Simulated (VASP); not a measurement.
# W (R-3m) in VASP: notebook, part 2 of 2

VASP 6.6.1. The steps go on from the part before.

**4. Single point, PBE**

Input file INCAR:

```
SYSTEM = W
PREC = Accurate
ENCUT = 520
EDIFF = 1E-7
ISMEAR = -1
SIGMA = 0.1
LREAL = .False.
LASPH = .True.
NELM = 60
ALGO = Normal
ISIF = 2
LWAVE = .False.
LCHARG = .False.
GGA = PE
NBANDS = 13
```

Input file KPOINTS:

```
Automatic mesh
0
Gamma
  15 15 15
  0 0 0
```

Input file POSCAR:

```
W
1.0
   -1.5981684500      1.5823450000      1.5823450000
    1.5823450000     -1.5981684500      1.5823450000
    1.5823450000      1.5823450000     -1.5981684500
W
1
Direct
    0.0000000000      0.0000000000      0.0000000000
```

Potentials or basis: VASP PAW PBE potentials, release 64 (W_sv).

Run with:

```console
> cat potpaw_PBE.64/W_sv/POTCAR > POTCAR
> mpirun -np 1 vasp_std > vasp.out
```

OUTCAR:

```text
SYSTEM = W
   PREC = Accurate
   ENCUT = 520
   EDIFF = 1E-7
   ISMEAR = -1
   LREAL = .False.
   LASPH = .True.
   NELM = 60
   ISIF = 2
   GGA = PE

 ion  position               nearest neighbor table
   1  0.000  0.000  0.000-

  LATTYP: Found a trigonal (rhomboedric) cell.
 ALAT       =     2.7498679591
 COS(alpha) =    -0.3377371610

  Lattice vectors:

 A1 = (  -1.5981684500,   1.5823450000,   1.5823450000)
 A2 = (   1.5823450000,  -1.5981684500,   1.5823450000)
 A3 = (   1.5823450000,   1.5823450000,  -1.5981684500)

Analysis of symmetry for initial positions (statically):
=====================================================================
 Subroutine PRICEL returns:
 Original cell was already a primitive cell.

 Routine SETGRP: Setting up the symmetry group for a
 trigonal (rhombohedral) supercell.

 Subroutine GETGRP returns: Found 12 space group operations
 (whereof 12 operations were pure point group operations)
 out of a pool of 12 trial point group operations.

The static configuration has the point symmetry D_3d.

Analysis of symmetry for dynamics (positions and initial velocities):
=====================================================================
 Subroutine PRICEL returns:
 Original cell was already a primitive cell.

 Routine SETGRP: Setting up the symmetry group for a
 trigonal (rhombohedral) supercell.

 Subroutine GETGRP returns: Found 12 space group operations
 (whereof 12 operations were pure point group operations)
 out of a pool of 12 trial point group operations.

The dynamic configuration has the point symmetry D_3d.

 Subroutine INISYM returns: Found 12 space group operations
 (whereof 12 operations are pure point group operations),
 and found     1 'primitive' translations

----------------------------------------------------------------------------------------

                                     Primitive cell

  volume of cell :      15.8464

  direct lattice vectors                    reciprocal lattice vectors
    -1.598168450  1.582345000  1.582345000     0.003175905  0.317590548  0.317590548
     1.582345000 -1.598168450  1.582345000     0.317590548  0.003175905  0.317590548
     1.582345000  1.582345000 -1.598168450     0.317590548  0.317590548  0.003175905

  length of vectors
     2.749867959  2.749867959  2.749867959     0.449152089  0.449152089  0.449152089

  position of ions in fractional coordinates (direct lattice)
     0.000000000  0.000000000  0.000000000

  ion indices of the primitive-cell ions
   primitive index   ion index
                 1           1

----------------------------------------------------------------------------------------

 KPOINTS: Automatic mesh

Automatic generation of k-mesh.
 Grid dimensions read from file:
 generate k-points for:   15   15   15

 Generating k-lattice:

  Cartesian coordinates                     Fractional coordinates (reciprocal lattice)
     0.000211727  0.021172703  0.021172703     0.066666667 -0.000000000 -0.000000000
     0.021172703  0.000211727  0.021172703    -0.000000000  0.066666667 -0.000000000
     0.021172703  0.021172703  0.000211727    -0.000000000 -0.000000000  0.066666667

  Length of vectors
     0.029943473  0.029943473  0.029943473

  Shift w.r.t. Gamma in fractional coordinates (k-lattice)
     0.000000000  0.000000000  0.000000000

 Subroutine IBZKPT returns following result:
 ===========================================

 Found    344 irreducible k-points:

 Following reciprocal coordinates:
            Coordinates               Weight
  0.000000  0.000000  0.000000      1.000000
  0.066667  0.000000  0.000000      6.000000
  0.133333 -0.000000 -0.000000      6.000000
  0.200000  0.000000  0.000000      6.000000
  0.266667 -0.000000 -0.000000      6.000000
  0.333333  0.000000  0.000000      6.000000
[... 16 lines left out ...]
  0.133333  0.133333  0.000000      6.000000
  0.200000  0.133333  0.000000     12.000000
 [... further k-points ...]
   k-points           NKPTS =    344   k-points in BZ     NKDIM =    344   number of bands    NBANDS=     13
   number of dos      NEDOS =    301   number of ions     NIONS =      1
   total plane-waves  NPLWV =   8000
   dimension x,y,z NGX =    20 NGY =   20 NGZ =   20
   dimension x,y,z NGXF=    40 NGYF=   40 NGZF=   40
   ions per type =               1
   NGX,Y,Z   is equivalent  to a cutoff of  12.09, 12.09, 12.09 a.u.
   NGXF,Y,Z  is equivalent  to a cutoff of  24.18, 24.18, 24.18 a.u.
 SYSTEM =  W
   PREC   = accura    normal or accurate (medium, high low for compatibility)
   ISTART =      0    job   : 0-new  1-cont  2-samecut
   ICHARG =      2    charge: 1-file 2-atom 10-const
   ISPIN  =      1    spin polarized calculation?
   LNONCOLLINEAR =      F non collinear calculations
   LSORBIT =      F    spin-orbit coupling
   LASPH  =      T    aspherical Exc in radial PAW
   ENCUT  =  520.0 eV  38.22 Ry    6.18 a.u.   5.11  5.11  5.11*2*pi/ulx,y,z
   NELM   =     60;   NELMIN=  2; NELMDL= -5     # of ELM steps
   EDIFF  = 0.1E-06   stopping-criterion for ELM
   LREAL  =      F    real-space projection
   EDIFFG = 0.1E-05   stopping-criterion for IOM
   NSW    =      0    number of steps for IOM
   IBRION =     -1    ionic relax: 0-MD 1-quasi-New 2-CG
   NFREE  =      0    steps in history (QN), initial steepest desc. (CG)
   ISIF   =      2    stress and relaxation
   ISYM   =      2    0-nonsym 1-usesym 2-fastsym
   POTIM  = 0.5000    time-step for ionic-motion
   TEBEG  =    0.0;   TEEND  =   0.0 temperature during run
   PSTRESS=    0.0 pullay stress
   NELECT =      14.0000    total number of electrons
   NUPDOWN=      -1.0000    fix difference up-down
   EMIN   =  10.00;   EMAX   =-10.00  energy-range for DOS
   EFERMI =   0.00;   METHOD = LEGACY
   ISMEAR =    -1;   SIGMA  =   0.10  broadening in eV -4-tet -1-fermi 0-gaus
   EFERMI_NEDOS =   21; number of points for ismear=-14 and -15
   IALGO  =     38    algorithm
   IMIX   =      4    mixing-type and parameters
     AMIX     =   0.40;   BMIX     =  1.00
     AMIX_MAG =   1.60;   BMIX_MAG =  1.00
  volume/ion in A,a.u.               =      15.85       106.94
  Fermi-wavevector in a.u.,A,eV,Ry     =   1.570871  2.968516 33.574228  2.467636
  Thomas-Fermi vector in A             =   2.672540
   LORBIT       =      0    0 simple, 1 ext, 2 COOP (PROOUT), +10 PAW based schemes
   GGA     = PE    functional components
   LHFCALC =     F    Hartree Fock is set to
   AEXX    =    0.0000 exact exchange contribution
   IVDW    =     0    specifies the selected vdW correction
   LEPSILON=     F    determine dielectric tensor
   LRPA    =     F    only Hartree local field effects (RPA)
 non-spin polarized calculation
  energy-cutoff  :      520.00
  volume of cell :       15.85
 maximum number of plane-waves:       444
   NGX = 11   NGY = 11   NGZ = 11

 number of electron      14.0000003 magnetization

 Free energy of the ion-electron system (eV)
  ---------------------------------------------------
  ext. energy  EPLUGINS =         0.00000000
  ---------------------------------------------------
  free energy    TOTEN  =       -12.95106354 eV

  energy without entropy =      -12.93601736  energy(sigma->0) =      -12.94354045

 E-fermi :  11.4199     XC(G=0): -13.6429

 val. band max:       11.4188356079   @ k =  -0.3333  -0.3333   0.2667
 cond. band min:      11.4993273145   @ k =  -0.1333   0.2667   0.1333
 fundamental gap:      0.0804917066
 Fermi energy:        11.4199253529

 k-point     1 :       0.0000    0.0000    0.0000
  band No.  band energies     occupation
      1     -62.7376      2.00000
      2     -26.3142      2.00000
      3     -26.3142      2.00000
      4     -26.2663      2.00000
      5       1.8098      2.00000
      6      10.0388      2.00000
      7      10.3020      1.99997
      8      10.3020      1.99997
      9      13.7173      0.00000
     10      13.7173      0.00000
     11      25.7826      0.00000
     12      26.0605      0.00000
     13      26.0605      0.00000
[... 353 lines left out ...]
 k-point    24 :       0.2000    0.1333    0.0000
  band No.  band energies     occupation
      1     -62.6486      2.00000
      2     -27.1130      2.00000
      3     -26.5538      2.00000
      4     -26.3781      2.00000
      5       5.0062      2.00000
      6       8.8089      2.00000
      7       9.1165      2.00000
      8      12.6515      0.00001
      9      14.1659      0.00000
     10      14.2948      0.00000
     11      26.1419      0.00000
     12      27.7405      0.00000
     13      30.0963      0.00000

 [... further k-points ...]

------------------------ aborting loop because EDIFF is reached ----------------------------------------

  FORCE on cell =-STRESS in cart. coord.  units (eV):
  Direction    XX          YY          ZZ          XY          YZ          ZX
  --------------------------------------------------------------------------------------
  -------------------------------------------------------------------------------------
  Total        0.6348506      0.6348506      0.6348506      0.1648247      0.1648247      0.1648247
  in kB       64.1876148     64.1876148     64.1876148     16.6648786     16.6648786     16.6648786
  external PRESSURE =      64.1876148 kB  Pullay stress =       0.0000000 kB

 VOLUME and BASIS-vectors are now :
 -----------------------------------------------------------------------------
  energy-cutoff  :      520.00
  volume of cell :       15.85
      direct lattice vectors                 reciprocal lattice vectors
    -1.598168450  1.582345000  1.582345000     0.003175905  0.317590548  0.317590548
     1.582345000 -1.598168450  1.582345000     0.317590548  0.003175905  0.317590548
     1.582345000  1.582345000 -1.598168450     0.317590548  0.317590548  0.003175905

 POSITION                                       TOTAL-FORCE (eV/Angst)
 -----------------------------------------------------------------------------------
      0.00000      0.00000      0.00000         0.000000     -0.000000     -0.000000
 -----------------------------------------------------------------------------------
    total drift:                                0.000000     -0.000000      0.000000

  FREE ENERGIE OF THE ION-ELECTRON SYSTEM (eV)
  ---------------------------------------------------
  free  energy   TOTEN  =       -12.9510635397 eV

  energy  without entropy=      -12.9360173604  energy(sigma->0) =      -12.94354045
```

stdout:

```text
POSCAR found type information on POSCAR W
 POSCAR found :  1 types and       1 ions
 scaLAPACK will be used
 LDA part: xc-table for (Slater+PW92), standard interpolation
 POSCAR, INCAR and KPOINTS ok, starting setup
 FFT: planning ... GRIDC
 FFT: planning ... GRID_SOFT
 FFT: planning ... GRID
 WAVECAR not read
 entering main loop
```

It took 38 s on 1 thread of Intel Xeon Platinum 8259CL at 2.50GHz (Skylake/Cascade Lake), shared host; peak memory 0.18 GiB.

Results:

```
Free energy            : -12.9511 eV
Pressure               : 6.4 GPa
Band gap on the k mesh : zero (bands 7 and 8 overlap by 5.70 eV)
```

Stress tensor (GPa, compression positive):
```
6.42 1.67 1.67
1.67 6.42 1.67
1.67 1.67 6.42
```

Levels at points of the mesh, in eV from the Fermi level:
| k point | band 5 | band 6 | band 7 | band 8 | band 9 | band 10 |
| --- | --- | --- | --- | --- | --- | --- |
| (0.00, 0.00, 0.00) | -9.61 | -1.38 | -1.12 | -1.12 | 2.30 | 2.30 |

Caveat: the cell stands under pressure; spin-orbit coupling is left out, which moves the levels of the heavy elements.

**5. Single point, PBE**

Input file INCAR:

```
  PREC = Accurate
  ENCUT = 520
  EDIFF = 1E-6
  ISMEAR = -1
  SIGMA = 0.1
  LREAL = F
  LASPH = T
  NELM = 60
  ALGO = Normal
  ISIF = 2
  LWAVE = F
  LCHARG = F
  GGA = PE
  NBANDS = 13
```

Input file KPOINTS:

```
Automatic mesh
0
Gamma
  15 15 15
```

Input file POSCAR:

```
W
1.0
   -1.5665215500      1.5823450000      1.5823450000
    1.5823450000     -1.5665215500      1.5823450000
    1.5823450000      1.5823450000     -1.5665215500
W
1
Direct
    0.0000000000      0.0000000000      0.0000000000
```

Potentials or basis: VASP PAW PBE potentials, release 64 (W_sv).

Run with:

```console
> cat potpaw_PBE.64/W_sv/POTCAR > POTCAR
> mpirun -np 1 vasp_std > vasp.out
```

OUTCAR:

```text
PREC = Accurate
   ENCUT = 520
   EDIFF = 1E-6
   ISMEAR = -1
   LREAL = F
   LASPH = T
   NELM = 60
   ISIF = 2
   GGA = PE

 ion  position               nearest neighbor table
   1  0.000  0.000  0.000-

  LATTYP: Found a trigonal (rhomboedric) cell.
 ALAT       =     2.7315968159
 COS(alpha) =    -0.3288480252

  Lattice vectors:

 A1 = (  -1.5665215500,   1.5823450000,   1.5823450000)
 A2 = (   1.5823450000,  -1.5665215500,   1.5823450000)
[... 562 lines left out ...]
     13      30.2313      0.00000

 [... further k-points ...]

------------------------ aborting loop because EDIFF is reached ----------------------------------------

  FORCE on cell =-STRESS in cart. coord.  units (eV):
  Direction    XX          YY          ZZ          XY          YZ          ZX
  --------------------------------------------------------------------------------------
  -------------------------------------------------------------------------------------
  Total        0.6334479      0.6334479      0.6334479     -0.1563688     -0.1563688     -0.1563688
  in kB       64.0457621     64.0457621     64.0457621    -15.8099201    -15.8099201    -15.8099201
  external PRESSURE =      64.0457621 kB  Pullay stress =       0.0000000 kB

 VOLUME and BASIS-vectors are now :
 -----------------------------------------------------------------------------
  energy-cutoff  :      520.00
  volume of cell :       15.85
      direct lattice vectors                 reciprocal lattice vectors
    -1.566521550  1.582345000  1.582345000    -0.003144303  0.314430286  0.314430286
     1.582345000 -1.566521550  1.582345000     0.314430286 -0.003144303  0.314430286
     1.582345000  1.582345000 -1.566521550     0.314430286  0.314430286 -0.003144303

 POSITION                                       TOTAL-FORCE (eV/Angst)
 -----------------------------------------------------------------------------------
      0.00000      0.00000      0.00000         0.000000      0.000000      0.000000
 -----------------------------------------------------------------------------------
    total drift:                                0.000000      0.000000      0.000000

  FREE ENERGIE OF THE ION-ELECTRON SYSTEM (eV)
  ---------------------------------------------------
  free  energy   TOTEN  =       -12.9511597158 eV

  energy  without entropy=      -12.9360916978  energy(sigma->0) =      -12.94362571
```

stdout:

```text
POSCAR found type information on POSCAR W
 POSCAR found :  1 types and       1 ions
 scaLAPACK will be used
 LDA part: xc-table for (Slater+PW92), standard interpolation
 POSCAR, INCAR and KPOINTS ok, starting setup
 FFT: planning ... GRIDC
 FFT: planning ... GRID_SOFT
 FFT: planning ... GRID
 WAVECAR not read
 entering main loop
```

Wall time 34 s (1 thread of Intel Xeon Platinum 8259CL at 2.50GHz (Skylake/Cascade Lake), shared host); peak memory 0.18 GiB.

What came out:

| Quantity | Value |
| --- | --- |
| Free energy | -12.9512 eV |
| Pressure | 6.4 GPa |
| Band gap on the k mesh | zero (bands 7 and 8 overlap by 5.62 eV) |

Caveat: the cell stands under pressure; spin-orbit coupling is left out, which moves the levels of the heavy elements.

**6. Summary**

| cell | gap on the mesh (eV) | pressure (GPa) |
| --- | --- | --- |
| a = 2.768 Å, angles 110.3°, 1 atom | none | 7.0 |
| a = 2.759 Å, angles 110.0°, 1 atom | none | 6.6 |
| a = 2.750 Å, angles 109.7°, 1 atom | none | 6.4 |
| a = 2.732 Å, angles 109.2°, 1 atom | none | 6.4 |

Alike in all rows: task single point; level PBE; potentials or basis VASP PAW PBE potentials, release 64 (W_sv); no spin polarisation; k mesh 15 × 15 × 15; cutoff (eV) 520; smearing fermi-dirac 0.1 eV.

Caveats: the cell stands under pressure; spin-orbit coupling is left out, which moves the levels of the heavy elements.

Absolute energies hang on the potentials; compare differences alone.

The gap in the log of VASP goes by the Fermi energy; the results here count the filled bands.